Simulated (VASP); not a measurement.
Write the native input for VASP 6.6.1 that does the following.

```
Task                    : single point
Functional              : PBEsol
Potentials or basis     : VASP PAW PBE potentials, release 64 (I, Cu)
Cutoff                  : 520 eV
k mesh                  : 8 × 8 × 8
Occupations             : fermi-dirac, width 0.05 eV
Spin                    : no spin polarisation
Dipole correction       : no
k mesh for the DOS      : 12 × 12 × 12
Occupations for the DOS : tetrahedron
Further INCAR settings  : ALGO = Normal; EDIFF = 1e-07; NBANDS = 16
```

CuI:

```xyz
2
Lattice="0.0000 3.0315 3.0315 3.0315 0.0000 3.0315 3.0315 3.0315 0.0000" Properties=species:S:1:pos:R:3 pbc="T T T"
I     0.0000    0.0000    0.0000
Cu    4.5473    4.5473    4.5473
```

These files were run (other wordings do the same):

POSCAR

```
CuI
1.0
    0.0000000000      3.0315000000      3.0315000000
    3.0315000000      0.0000000000      3.0315000000
    3.0315000000      3.0315000000      0.0000000000
I Cu
1 1
Direct
    0.0000000000      0.0000000000      0.0000000000
    0.7500000000      0.7500000000      0.7500000000
```

INCAR.step1

```
PREC = Accurate
ENCUT = 520
EDIFF = 1E-7
ISMEAR = -1
SIGMA = 0.05
LREAL = False
LASPH = True
NELM = 100
ALGO = Normal
ISIF = 2
LWAVE = False
LCHARG = True
LMAXMIX = 4
GGA = PS
NBANDS = 16
```

KPOINTS.step1

```
Automatic mesh
0
Gamma
  8 8 8
```

INCAR.step2

```
PREC = Accurate
ENCUT = 520
EDIFF = 1E-7
ISMEAR = -5
SIGMA = 0.05
LREAL = False
LASPH = True
NELM = 100
ALGO = Normal
ISIF = 2
LWAVE = False
LCHARG = False
LMAXMIX = 4
GGA = PS
LORBIT = 11
NBANDS = 16
NEDOS = 1001
ICHARG = 11
```

KPOINTS.step2

```
Automatic mesh
0
Gamma
  12 12 12
```

Potentials or basis: VASP PAW PBE potentials, release 64 (I, Cu).

Command:

```sh
$ cat potpaw_PBE.64/I/POTCAR potpaw_PBE.64/Cu/POTCAR > POTCAR
$ cp INCAR.step1 INCAR
$ cp KPOINTS.step1 KPOINTS
$ mpirun -np 1 vasp_std > vasp.out
$ cp INCAR.step2 INCAR
$ cp KPOINTS.step2 KPOINTS
$ mpirun -np 1 vasp_std > vasp.out
```

It gave:

```
Valence electrons inside the program's atomic spheres : I 4.29; Cu 9.92
```

Run time: 68 s on 1 thread of Intel Xeon 8259CL, with other jobs on the host, peak memory 0.22 GiB.
